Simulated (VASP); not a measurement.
Set up this calculation in VASP 6.6.1, as the native input.

* Task: single point
* Functional: r2SCAN
* Potentials or basis: VASP PAW PBE potentials, release 64 (Ga_d, N_h)
* Cutoff: 1460 eV
* k mesh: 9 × 9 × 4
* Occupations: gaussian, width 0.01 eV
* Spin: no spin polarisation
* Dipole correction: no
* Further INCAR settings: ALGO = Normal; EDIFF = 1e-06; NBANDS = 26

GaN:

```
Ga N
1.0
     3.11817    0.00000    0.00000
    -1.55908    2.70041    0.00000
     0.00000    0.00000    5.07781
Ga N
2 2
Cartesian
  0.0000 1.8003 -0.0045
  1.5591 0.9001 2.5344
  0.0000 1.8003 1.9087
  1.5591 0.9001 4.4476
```

The input as run:

POSCAR

```
GaN
1.0
    3.1181691034      0.0000000000      0.0000000000
   -1.5590845517      2.7004136568      0.0000000000
    0.0000000000      0.0000000000      5.0778075798
Ga N
2 2
Direct
    0.3333333333      0.6666666667     -0.0008868499
    0.6666666667      0.3333333333      0.4991131501
    0.3333333333      0.6666666667      0.3758868499
    0.6666666667      0.3333333333      0.8758868499
```

INCAR.step1

```
SYSTEM = GaN
PREC = Accurate
ENCUT = 1460
ISMEAR = 0
SIGMA = 0.01
LREAL = .False.
LASPH = .True.
NELM = 120
NBANDS = 26
GGA = PE
ALGO = Normal
EDIFF = 1E-5
LWAVE = .True.
LCHARG = .False.
GGA_COMPAT = .False.
```

INCAR.step2

```
SYSTEM = GaN
PREC = Accurate
ENCUT = 1460
EDIFF = 1E-6
ISMEAR = 0
SIGMA = 0.01
LREAL = .False.
LASPH = .True.
NELM = 120
ALGO = Normal
ISIF = 2
LWAVE = .False.
LCHARG = .False.
METAGGA = R2SCAN
LMIXTAU = .True.
NBANDS = 26
ISTART = 1
GGA_COMPAT = .False.
```

KPOINTS

```
Automatic mesh
0
Gamma
  9 9 4
  0 0 0
```

Potentials or basis: VASP PAW PBE potentials, release 64 (Ga_d, N_h).

The run is started by

```console
$ cat potpaw_PBE.64/Ga_d/POTCAR potpaw_PBE.64/N_h/POTCAR > POTCAR
$ cp INCAR.step1 INCAR
$ mpirun -np 1 vasp_std > vasp.out
$ cp INCAR.step2 INCAR
$ mpirun -np 1 vasp_std > vasp.out
```

It gave:

* Pressure: 15.1 GPa
* Largest force: 0.012 eV/Å
* Band gap on the k mesh: 2.77 eV

Caveat: the cell stands under pressure; the PAW data sets were made with another functional, which shifts forces and pressure a little.

Wall time 15 min on 1 thread of Intel(R) Xeon(R) Platinum 8259CL CPU @ 2.50GHz (Skylake/Cascade Lake), on a shared host, peak memory 0.45 GiB.
